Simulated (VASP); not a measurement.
# H5C3NO2 in VASP: notebook, part 3 of 3

VASP 6.6.1. Earlier steps stand in the parts before.

## (6) Single point, PBE+D3(BJ)

Contents of INCAR:

```
SYSTEM = H5C3NO2
PREC     = Accurate       ! precision mode
ENCUT    = 520            ! plane-wave cutoff, eV
EDIFF    = 1E-6           ! SCF threshold, eV
ISMEAR   = -1             ! smearing method
SIGMA    = 0.05           ! smearing width, eV
LREAL    = Auto         
LASPH    = .TRUE.         ! aspherical terms in the spheres
NELM     = 100            ! most SCF steps
ALGO     = Normal         ! electronic algorithm
ISIF     = 2              ! what is computed and relaxed
LWAVE    = .FALSE.        ! write WAVECAR
LCHARG   = .FALSE.        ! write CHGCAR
GGA      = PE             ! functional
IVDW     = 12             ! dispersion correction
NBANDS   = 73             ! bands
```

Contents of KPOINTS:

```
regular mesh
0
G
  1 1 1
  0 0 0
```

Contents of POSCAR:

```
H5C3NO2
1.0
    7.6630940000      0.0000000000      0.0000000000
    0.0000000000      7.6630940000      0.0000000000
    0.0000000000      0.0000000000      7.6630940000
C N H O
9 3 15 6
Direct
    0.2158788604      0.6534958334      0.6020544704
    0.1631455911      0.5129390296      0.4738034011
    0.6822962109      0.0568047319      0.9152047463
    0.5422352903      0.1877962087      0.9060961539
    0.8178419839      0.4764133130      0.1073848239
    0.6946410941      0.5920585080      0.2085711072
    0.2704129690      0.7582968446      0.0220668049
    0.5854815300      0.1749293432      0.3907038071
    0.1877962087      0.0880975752      0.6733964114
    0.0898201170      0.3989902773      0.4072506484
    0.4825466058      0.3266826689      0.9255791460
    0.6020544704      0.6578282871      0.3038198409
    0.2239565377      0.7961275172      0.5642107483
    0.0972192172      0.6388281287      0.6778071625
    0.3419506534      0.6364400593      0.6902172934
    0.6489023885     -0.0617896635      0.9896263833
    0.7100265245      0.0226018368      0.7771534579
    0.8025609499      0.1208519692      0.9698432513
    0.9135083036      0.5757074101      0.0437421230
    0.8933858830      0.3703334450      0.1973615357
    0.7398186685      0.3769756707      0.0204095108
    0.1718496472      0.9829189098      0.0199658258
    0.2543620110      0.6266137411      0.0626509345
    0.4534330389     -0.0216361694      0.4257027253
    0.5705919828      0.3014709202      0.3395234353
    0.0890501930      0.1994886139      0.4591617955
    0.3341078682      0.0369824512      0.6592506891
    0.1364592422      0.8743465759      0.0812987548
    0.4058804446      0.8042704422     -0.0395401648
    0.4258854191      0.0874842459      0.3715470540
    0.7131323197      0.1224179163      0.4667696886
    0.1036656995      0.0951312877      0.5193202641
    0.1253540672      0.1376598016      0.8170851095
```

Potentials or basis: VASP PAW PBE potentials, release 64 (C, N, H, O).

On the command line:

```sh
cat potpaw_PBE.64/C/POTCAR potpaw_PBE.64/N/POTCAR potpaw_PBE.64/H/POTCAR potpaw_PBE.64/O/POTCAR > POTCAR
mpirun -np 1 vasp_gam > vasp.out
```

OUTCAR:

```text
SYSTEM = H5C3NO2
   PREC = Accurate
   ENCUT = 520
   EDIFF = 1E-6
   ISMEAR = -1
   LREAL = Auto
   LASPH = .TRUE.
   NELM = 100
   ISIF = 2
   GGA = PE
   IVDW = 12
 IVDW          = 12

 ion  position               nearest neighbor table
   1  0.216  0.653  0.602-  14 1.08  13 1.13  15 1.19   2 1.51
   2  0.163  0.513  0.474-  10 1.16   1 1.51
   3  0.682  0.057  0.915-  16 1.10  17 1.11  18 1.12   4 1.47
   4  0.542  0.188  0.906-  11 1.17   3 1.47
   5  0.818  0.476  0.107-  19 1.16  21 1.18  20 1.21   6 1.51
   6  0.695  0.592  0.209-  12 1.14   5 1.51
   7  0.270  0.758  0.022-  23 1.06  29 1.19  28 1.43
[... 332 lines left out ...]
  Total      -6.64943     0.02572    -3.10126     1.15798    -4.55223    -3.99807
  in kB     -23.67461     0.09157   -11.04171     4.12287   -16.20773   -14.23472
  external pressure =      -11.54 kB  Pullay stress =        0.00 kB

 VOLUME and BASIS-vectors are now :
 -----------------------------------------------------------------------------
  energy-cutoff  :      520.00
  volume of cell :      450.00
      direct lattice vectors                 reciprocal lattice vectors
     7.663094000  0.000000000  0.000000000     0.130495594  0.000000000  0.000000000
     0.000000000  7.663094000  0.000000000     0.000000000  0.130495594  0.000000000
     0.000000000  0.000000000  7.663094000     0.000000000  0.000000000  0.130495594

 POSITION                                       TOTAL-FORCE (eV/Angst)
 -----------------------------------------------------------------------------------
      1.65430      5.00780      4.61360         1.081933     -0.298585      0.111676
      1.25020      3.93070      3.63080         1.407239      2.387927      1.597379
      5.22850      0.43530      7.01330         0.142358     -0.020113     -0.704586
      4.15520      1.43910      6.94350         1.420317      0.153294      1.083420
      6.26720      3.65080      0.82290         0.276097     -0.789395      0.461657
      5.32310      4.53700      1.59830         3.371776     -3.782000     -2.538253
[... 25 lines left out ...]
      0.79440      0.72900      3.97960         1.042490     -4.567695      2.966023
      0.96060      1.05490      6.26140         1.009389     -1.082566     -2.218555
 -----------------------------------------------------------------------------------
    total drift:                                0.020750     -0.015958      0.008091

  FREE ENERGIE OF THE ION-ELECTRON SYSTEM (eV)
  ---------------------------------------------------
  free  energy   TOTEN  =      -199.1229017292 eV

  energy  without entropy=     -199.1229017291  energy(sigma->0) =     -199.12290173
```

OSZICAR:

```text
N       E                     dE             d eps       ncg     rms          rms(c)
DAV:   1     0.781527566183E+03    0.78153E+03   -0.53710E+04   154   0.127E+03
DAV:   2    -0.123485016622E+03   -0.90501E+03   -0.87179E+03   195   0.294E+02
DAV:   3    -0.212587444964E+03   -0.89102E+02   -0.88252E+02   180   0.996E+01
DAV:   4    -0.214540862390E+03   -0.19534E+01   -0.19471E+01   180   0.167E+01
DAV:   5    -0.214590036775E+03   -0.49174E-01   -0.49142E-01   188   0.244E+00    0.255E+01
DAV:   6    -0.199971147962E+03    0.14619E+02   -0.36432E+01   172   0.219E+01    0.128E+01
DAV:   7    -0.198068598298E+03    0.19025E+01   -0.38246E+00   180   0.794E+00    0.688E+00
DAV:   8    -0.197633734706E+03    0.43486E+00   -0.15871E+00   180   0.484E+00    0.222E+00
DAV:   9    -0.197619969608E+03    0.13765E-01   -0.13963E-01   164   0.161E+00    0.787E-01
DAV:  10    -0.197621501474E+03   -0.15319E-02   -0.31306E-02   180   0.871E-01    0.290E-01
DAV:  11    -0.197622943421E+03   -0.14419E-02   -0.48258E-03   164   0.322E-01    0.171E-01
DAV:  12    -0.197623672749E+03   -0.72933E-03   -0.22039E-03   164   0.232E-01    0.750E-02
DAV:  13    -0.197623631257E+03    0.41492E-04   -0.57960E-04   180   0.135E-01    0.308E-02
DAV:  14    -0.197623581298E+03    0.49960E-04   -0.24297E-04   164   0.692E-02    0.237E-02
DAV:  15    -0.197623547296E+03    0.34002E-04   -0.65163E-05   172   0.436E-02    0.112E-02
DAV:  16    -0.197623535058E+03    0.12238E-04   -0.18796E-05   164   0.198E-02    0.705E-03
DAV:  17    -0.197623532787E+03    0.22713E-05   -0.48944E-06   172   0.108E-02    0.284E-03
DAV:  18    -0.197623532782E+03    0.42701E-08   -0.11531E-06   116   0.504E-03
   1 F= -.19912290E+03 E0= -.19912290E+03  d E =-.878061E-10
```

It took 68 s on 1 thread of Intel Xeon Platinum 8375C at 2.90GHz (Ice Lake), shared host; peak memory 0.48 GiB.

What came out:

```
Free energy                : -199.1229 eV
Pressure                   : -1.2 GPa
Largest force              : 5.667 eV/Å
Band gap on the k mesh     : 4.37 eV
Dispersion energy per atom : -0.045 eV
```

Forces in eV/Å, atoms in the order of the input:
```
C    1.082 -0.299  0.112
C    1.407  2.388  1.597
C    0.142 -0.020 -0.705
C    1.420  0.153  1.083
C    0.276 -0.789  0.462
C    3.372 -3.782 -2.538
C   -1.701  1.644  2.247
C   -1.374 -1.015  0.515
C    0.113  1.177  1.031
N    0.011 -0.179 -0.802
N   -0.932 -0.112 -0.453
N   -2.540  2.167  2.343
H   -0.354 -1.317 -0.697
H   -0.176  0.432  1.052
H   -1.821 -0.534 -1.504
H   -0.034  0.417 -0.191
H    0.199 -0.210  0.401
H   -0.644 -0.299 -0.320
H   -0.945 -1.738  0.284
H   -1.051  2.430 -0.989
H    0.979  2.228  0.564
H   -0.378  0.371  0.174
H   -0.892 -1.324  0.326
H   -0.097 -1.582  0.249
H   -0.090  1.662 -0.898
H   -0.626  3.317 -1.505
H   -2.010  0.415  0.546
O    1.715 -1.612 -1.380
O    0.963  0.773 -1.435
O    1.885  1.340 -0.377
O    0.050 -0.453  0.061
O    1.042 -4.568  2.966
O    1.009 -1.083 -2.219
```

Stress tensor (GPa, compression positive):
```
-2.37  0.41 -1.42
 0.41  0.01 -1.62
-1.42 -1.62 -1.10
```

Caveat: the k points lie up to 0.82 Å⁻¹ apart; the atoms stand as in a frame of molecular dynamics.

## (7) Single point, PBE+D3(BJ)

Contents of INCAR:

```
SYSTEM = H5C3NO2
  ALGO = Normal
  EDIFF = 1E-6
  ENCUT = 520
  GGA = PE
  ISIF = 2
  ISMEAR = -1
  IVDW = 12
  LASPH = .True.
  LCHARG = .False.
  LREAL = Auto
  LWAVE = .False.
  NBANDS = 73
  NELM = 60
  PREC = Accurate
  SIGMA = 0.05
```

Contents of KPOINTS:

```
k-points
0
Gamma
  1 1 1
  0 0 0
```

Contents of POSCAR:

```
H5C3NO2
1.0
    7.6630940000      0.0000000000      0.0000000000
    0.0000000000      7.6630940000      0.0000000000
    0.0000000000      0.0000000000      7.6630940000
C N H O
9 3 15 6
Direct
    0.2687556749      0.6215635617      0.6208719350
    0.1724760260      0.5250751198      0.4804978250
    0.6682548850      0.1271157577      0.8594439792
    0.5441405260      0.2725661463      0.8596658217
    0.7878540965      0.5173106320      0.1470554844
    0.6510686154      0.5969129440      0.2405816763
    0.3287444993      0.7626292983      0.0456212595
    0.5796222779      0.1277290870      0.4165941329
    0.1474991694      0.1164412181      0.6988691513
    0.0861531909      0.4556645136      0.3729172577
    0.4335455105      0.3737263304      0.8902017906
    0.5283114105      0.6467883599      0.3244120456
    0.3986509888      0.5657375467      0.6666106406
    0.2558496607      0.7586100340      0.5869300311
    0.1781786834      0.6251652400      0.7462129526
    0.7468001828      0.1448762080      0.9805699891
    0.5946684198      0.0053764185      0.8584652622
    0.7291832777      0.1180332644      0.7318845365
    0.9173579236      0.5669642053      0.2004281821
    0.7924605910      0.3640827060      0.1563467706
    0.7886892683      0.5394296351     -0.0042933050
    0.1669038642      0.9692429716      0.0244548742
    0.3247382846      0.6524127200      0.1291775881
    0.5289899876     -0.0855920598      0.2887215007
    0.5027864724      0.2357272402      0.4641206280
   -0.0336156649      0.0459344489      0.5732279938
    0.2613174261      0.2160746038      0.6838360589
    0.1821587990      0.8518621852      0.0697629443
    0.4614193693      0.8032003783     -0.0446294930
    0.4717676698      0.0223799943      0.3215019938
    0.7321716268      0.1139487523      0.4677875542
    0.1069672380      0.0359254369      0.5417655062
    0.0808420202      0.0802808892      0.8388517745
```

On the command line:

```sh
cat potpaw_PBE.64/C/POTCAR potpaw_PBE.64/N/POTCAR potpaw_PBE.64/H/POTCAR potpaw_PBE.64/O/POTCAR > POTCAR
mpirun -np 1 vasp_gam > vasp.out
```

Wall time 68 s (1 thread of Intel Xeon Platinum 8375C at 2.90GHz (Ice Lake), shared host); peak memory 0.48 GiB.

The run converged. Its results:

```
Free energy                : -199.8777 eV
Pressure                   : -2.6 GPa
Largest force              : 4.762 eV/Å
Band gap on the k mesh     : 4.10 eV
Dispersion energy per atom : -0.046 eV
```

Forces in eV/Å, atoms in the order of the input:
```
C   -1.983 -0.882  1.459
C   -0.128 -0.213  0.120
C   -0.650  0.898  0.123
C   -0.424 -0.460  0.725
C    2.174 -1.425 -2.191
C   -3.492  0.562  1.929
C    1.974  1.930 -1.741
C   -0.073 -0.493  0.523
C    2.382  0.375 -0.784
N    1.429  0.657  1.415
N    0.551 -0.185 -0.329
N    3.106 -0.761 -1.538
H   -1.166  0.754 -0.831
H    0.891  0.400 -0.389
H    1.086 -0.625 -1.570
H    0.167 -0.467 -0.888
H   -0.419 -0.276  0.721
H    0.965  0.473  0.154
H   -0.947 -0.572 -0.455
H   -0.209  2.054  0.387
H   -0.386  0.185  1.887
H    0.399  0.529 -0.856
H   -0.054 -1.339  0.329
H    0.445 -1.045 -0.124
H   -0.581  0.866 -0.104
H    2.643 -1.186 -1.857
H   -1.177 -1.094  0.238
O   -0.263 -0.875  0.767
O   -2.477 -0.507  1.262
O    1.212  1.469  0.770
O   -0.908 -0.809 -1.177
O   -3.749  1.596  2.463
O   -0.338  0.464 -0.441
```

Stress tensor (GPa, compression positive):
```
-4.03 -0.55  0.66
-0.55 -0.64 -1.81
 0.66 -1.81 -3.09
```

Levels at points of the mesh, in eV from the valence-band top:
```
           k point  band 47  band 48  band 49  band 50  band 51  band 52  band 53  band 54  band 55  band 56
(0.00, 0.00, 0.00)    -1.16    -1.01    -0.87    -0.65     0.00     4.10     4.33     4.71     5.06     5.38
```

Caveat: the k points lie up to 0.82 Å⁻¹ apart; the atoms stand as in a frame of molecular dynamics.

## (8) The runs side by side

```tsv
cell	gap on the mesh (eV)	pressure (GPa)	largest force (eV/Å)
as given, atomic positions A	4.87	-1.3	5.15
as given, atomic positions B	4.41	1.4	7.44
as given, atomic positions C	4.56	1.3	5.21
as given, atomic positions D	3.80	-0.5	4.40
as given, atomic positions E	4.37	-1.2	5.67
as given, atomic positions F	4.10	-2.6	4.76
```

Alike in all rows: task single point; level PBE+D3(BJ); potentials or basis VASP PAW PBE potentials, release 64 (C, N, H, O); no spin polarisation; k mesh 1 × 1 × 1; cutoff (eV) 520; smearing fermi-dirac 0.05 eV.

Caveats: all runs use coarse meshes; the atoms stand as in a frame of molecular dynamics (at least some runs).

Total energies depend on the potentials used, so only differences within one code and one set of settings carry meaning.
